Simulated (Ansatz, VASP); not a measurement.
# One calculation of Ag, two programs

```
Ag
1.0
     5.76066    0.00000    0.00000
    -2.88033    4.98888    0.00000
     0.00000    0.00000   22.97006
Ag
12
Cartesian
  1.4402 0.8315 8.0000
  0.0000 3.3259 8.0000
  4.3205 0.8315 8.0000
  2.8803 3.3259 8.0000
  2.8806 1.6474 10.3495
  1.4277 4.1648 10.3475
  -0.0002 1.6629 10.3383
  -1.4259 4.1655 10.3507
  -1.4392 2.4940 12.6563
  0.0007 0.0021 12.6548
  1.4379 2.4924 12.6549
  2.8793 0.0003 12.7269
```

Alike in both runs: task single point; functional PBE; dispersion D3(BJ); k mesh 4 × 4 × 1; occupations gaussian, width 0.1 eV; no spin polarisation.

|  | VASP | Ansatz |
| --- | --- | --- |
| version | VASP 6.6.1 | Ansatz 0.2.0 |
| potentials or method | VASP PAW PBE potentials, release 64 (Ag), cutoff 520 eV | scalar-relativistic, plane waves, PAW |
| valence electrons in the cell | 132 | 228 |

```tsv
	VASP	Ansatz	Ansatz less VASP
gap on the k mesh at the Fermi level (eV)	none	none	-
rms of the force components (eV/Å)	0.061	0.062	+0.0016
work function, face that differs most (eV)	4.50	4.50	+0.003
```

Atom by atom the forces differ by 0.002 eV/Å (rms over components). A gap of «none» marks a metal or a gap that the smearing closes. VASP's potentials hold 132 valence electrons a cell and Ansatz's 228, so a difference there can come from the potentials and not from the codes.
